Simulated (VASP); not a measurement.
# Cs in VASP: single point with PBEsol

Aim: the single point of Cs with PBEsol.

Everything below comes from runs of VASP 6.6.1. Logs are shortened: lines on timing, memory, paths and dates and some standing lists are left out, and cuts for length are marked.

## (1) The cell of the first run

The cell holds a slab with vacuum, 5 atoms: a = 6.045 Å, b = 6.045 Å, c = 32.090 Å, α = 90.00°, β = 90.00°, γ = 90.00°.

## (2) Single point, PBEsol

Contents of INCAR:

```
SYSTEM = Cs
ALGO = Normal
DIPOL = 0.5 0.5 0.500
EDIFF = 1E-6
ENCUT = 520
GGA = PS
IDIPOL = 3
ISIF = 2
ISMEAR = -1
LASPH = .TRUE.
LCHARG = .FALSE.
LDIPOL = .TRUE.
LREAL = .FALSE.
LWAVE = .FALSE.
NBANDS = 30
NELM = 80
PREC = Accurate
SIGMA = 0.08
```

Contents of KPOINTS:

```
k-points
0
G
  6 6 1
  0 0 0
```

Contents of POSCAR:

```
Cs
1.0
    6.0449950640      0.0000000000      0.0000000000
    0.0000000000      6.0449950640      0.0000000000
    0.0000000000      0.0000000000     32.0900000000
Cs
5
Direct
    0.0000000000      0.0000000000      0.3129518078
    0.5000000000      0.5000000000      0.4086816189
    0.0000000000      0.0000000000      0.4999991517
    0.5000000000      0.5000000000      0.5913182383
    0.0000000000      0.0000000000      0.6870491833
```

Potentials or basis: VASP PAW PBE potentials, release 64 (Cs_sv).

Command:

```console
> cat potpaw_PBE.64/Cs_sv/POTCAR > POTCAR
> mpirun -np 1 vasp_std > vasp.out
```

OUTCAR:

```text
SYSTEM = Cs
   EDIFF = 1E-6
   ENCUT = 520
   GGA = PS
   ISIF = 2
   ISMEAR = -1
   LASPH = .TRUE.
   LREAL = .FALSE.
   NELM = 80
   PREC = Accurate

 ion  position               nearest neighbor table
   1  0.000  0.000  0.313-
   2  0.500  0.500  0.409-
   3  0.000  0.000  0.500-
   4  0.500  0.500  0.591-
   5  0.000  0.000  0.687-

  LATTYP: Found a simple tetragonal cell.
 ALAT       =     6.0449950640
 C/A-ratio  =     5.3085237722

  Lattice vectors:

 A1 = (   6.0449950640,   0.0000000000,   0.0000000000)
 A2 = (   0.0000000000,   6.0449950640,   0.0000000000)
 A3 = (   0.0000000000,   0.0000000000,  32.0900000000)

Analysis of symmetry for initial positions (statically):
=====================================================================
 Subroutine PRICEL returns:
 Original cell was already a primitive cell.

 Routine SETGRP: Setting up the symmetry group for a
 simple tetragonal supercell.

 Subroutine GETGRP returns: Found 16 space group operations
 (whereof 16 operations were pure point group operations)
 out of a pool of 16 trial point group operations.

The static configuration has the point symmetry D_4h.

Analysis of symmetry for dynamics (positions and initial velocities):
=====================================================================
 Subroutine PRICEL returns:
 Original cell was already a primitive cell.

 Routine SETGRP: Setting up the symmetry group for a
 simple tetragonal supercell.

 Subroutine GETGRP returns: Found 16 space group operations
 (whereof 16 operations were pure point group operations)
 out of a pool of 16 trial point group operations.

The dynamic configuration has the point symmetry D_4h.

 Subroutine INISYM returns: Found 16 space group operations
 (whereof 16 operations are pure point group operations),
 and found     1 'primitive' translations

----------------------------------------------------------------------------------------

                                     Primitive cell

  volume of cell :    1172.6317
[... 78 lines left out ...]
   ENCUT  =  520.0 eV  38.22 Ry    6.18 a.u.  11.24 11.24 59.67*2*pi/ulx,y,z
   NELM   =     80;   NELMIN=  2; NELMDL= -5     # of ELM steps
   EDIFF  = 0.1E-05   stopping-criterion for ELM
   LREAL  =      F    real-space projection
   EDIFFG = 0.1E-04   stopping-criterion for IOM
   NSW    =      0    number of steps for IOM
   IBRION =     -1    ionic relax: 0-MD 1-quasi-New 2-CG
   NFREE  =      0    steps in history (QN), initial steepest desc. (CG)
   ISIF   =      2    stress and relaxation
   ISYM   =      2    0-nonsym 1-usesym 2-fastsym
   POTIM  = 0.5000    time-step for ionic-motion
   TEBEG  =    0.0;   TEEND  =   0.0 temperature during run
   PSTRESS=    0.0 pullay stress
   NELECT =      45.0000    total number of electrons
   NUPDOWN=      -1.0000    fix difference up-down
   EMIN   =  10.00;   EMAX   =-10.00  energy-range for DOS
   EFERMI =   0.00;   METHOD = LEGACY
   ISMEAR =    -1;   SIGMA  =   0.08  broadening in eV -4-tet -1-fermi 0-gaus
   EFERMI_NEDOS =   21; number of points for ismear=-14 and -15
   IALGO  =     38    algorithm
   IMIX   =      4    mixing-type and parameters
     AMIX     =   0.40;   BMIX     =  1.00
     AMIX_MAG =   1.60;   BMIX_MAG =  1.00
  volume/ion in A,a.u.               =     234.53      1582.66
  Fermi-wavevector in a.u.,A,eV,Ry     =   0.552194  1.043496  4.148666  0.304918
  Thomas-Fermi vector in A             =   1.584528
   LORBIT       =      0    0 simple, 1 ext, 2 COOP (PROOUT), +10 PAW based schemes
   GGA     = PS    functional components
   LHFCALC =     F    Hartree Fock is set to
   AEXX    =    0.0000 exact exchange contribution
   IVDW    =     0    specifies the selected vdW correction
   LEPSILON=     F    determine dielectric tensor
   LRPA    =     F    only Hartree local field effects (RPA)
 non-spin polarized calculation
  energy-cutoff  :      520.00
  volume of cell :     1172.63
 maximum number of plane-waves:     31639
 NGX is ok and might be reduce to    48
   NGX = 23   NGY = 23   NGZ =119

 number of electron      45.0000004 magnetization

 dipolmoment           0.000000      0.000000     -0.000001 electrons x Angstroem

 Free energy of the ion-electron system (eV)
  ---------------------------------------------------
  ext. energy  EPLUGINS =         0.00000000
  ---------------------------------------------------
  free energy    TOTEN  =        -4.39804913 eV

  energy without entropy =       -4.25930809  energy(sigma->0) =       -4.32867861

 E-fermi :  -0.7924     XC(G=0):  -3.0731

 val. band max:       -0.7974979490   @ k =   0.5000   0.3333   0.0000
 cond. band min:      -0.7774858733   @ k =   0.5000   0.1667   0.0000
 fundamental gap:      0.0200120758
 Fermi energy:        -0.7924362523

 k-point     1 :       0.0000    0.0000    0.0000
  band No.  band energies     occupation
      1     -24.9194      2.00000
      2     -24.9185      2.00000
      3     -24.5916      2.00000
      4     -24.5883      2.00000
      5     -24.5757      2.00000
      6     -11.7178      2.00000
[... 319 lines left out ...]
     29       0.1664      0.00001
     30       0.2945      0.00000

------------------------ aborting loop because EDIFF is reached ----------------------------------------

 vacuum level on the upper side and lower side of the slab       (xc-potential included)        -0.209        -0.209

  FORCE on cell =-STRESS in cart. coord.  units (eV):
  Direction    XX          YY          ZZ          XY          YZ          ZX
  --------------------------------------------------------------------------------------
  -------------------------------------------------------------------------------------
  Total       -0.4435742     -0.4435742     -0.0202328      0.0000000      0.0000000      0.0000000
  in kB       -0.6060594     -0.6060594     -0.0276443      0.0000000      0.0000000      0.0000000
  external PRESSURE =      -0.4132544 kB  Pullay stress =       0.0000000 kB

 VOLUME and BASIS-vectors are now :
 -----------------------------------------------------------------------------
  energy-cutoff  :      520.00
  volume of cell :     1172.63
      direct lattice vectors                 reciprocal lattice vectors
     6.044995064  0.000000000  0.000000000     0.165426107  0.000000000  0.000000000
     0.000000000  6.044995064  0.000000000     0.000000000  0.165426107  0.000000000
     0.000000000  0.000000000 32.090000000     0.000000000  0.000000000  0.031162356

 POSITION                                       TOTAL-FORCE (eV/Angst)
 -----------------------------------------------------------------------------------
      0.00000      0.00000     10.04262         0.000000     -0.000000     -0.000109
      3.02250      3.02250     13.11459         0.000000      0.000000     -0.001607
      0.00000      0.00000     16.04497         0.000000     -0.000000      0.000000
      3.02250      3.02250     18.97540        -0.000000      0.000000      0.001607
      0.00000      0.00000     22.04741         0.000000     -0.000000      0.000109
 -----------------------------------------------------------------------------------
    total drift:                                0.000000      0.000000      0.000921

  FREE ENERGIE OF THE ION-ELECTRON SYSTEM (eV)
  ---------------------------------------------------
  free  energy   TOTEN  =        -4.3980491318 eV

  energy  without entropy=       -4.2593080919  energy(sigma->0) =       -4.32867861

 vacuum level on the upper side and lower side of the slab         1.025         1.025
```

stdout:

```text
POSCAR found type information on POSCAR Cs
 POSCAR found :  1 types and       5 ions
 scaLAPACK will be used
 -----------------------------------------------------------------------------
|                                                                             |
|                                                                             |
|     You enforced a specific xc type in the INCAR file but a different       |
|     I HOPE YOU KNOW WHAT YOU ARE DOING!                                     |
|                                                                             |
 -----------------------------------------------------------------------------

 LDA part: xc-table for (Slater+PW92), standard interpolation
 POSCAR, INCAR and KPOINTS ok, starting setup
 FFT: planning ... GRIDC
 FFT: planning ... GRID_SOFT
 FFT: planning ... GRID
 WAVECAR not read
 entering main loop
```

Run time: 29 min. Hardware: 1 thread of Intel Xeon 8259CL, shared host; peak memory 1 GiB.

Results:

```
Free energy            : -4.3980 eV
Band gap on the k mesh : zero (an odd number of electrons rules out a gap without spin polarisation)
```

Levels at points of the mesh, in eV from the Fermi level:
```csv
k point,band 21,band 22,band 23,band 24,band 25,band 26
"(0.00, 0.00, 0.00)",-1.59,-1.18,-0.57,0.08,0.53,0.70
"(0.50, 0.00, 0.00)",-0.36,-0.36,-0.13,-0.09,0.07,0.76
"(0.50, 0.50, 0.00)",0.14,0.18,0.58,0.62,0.91,0.91
```

Caveat: the PAW data sets were made with another functional, which shifts forces and pressure a little; spin-orbit coupling is left out, which moves the levels of the heavy elements.

The gap in the log of VASP goes by the Fermi energy; the results here count the filled bands.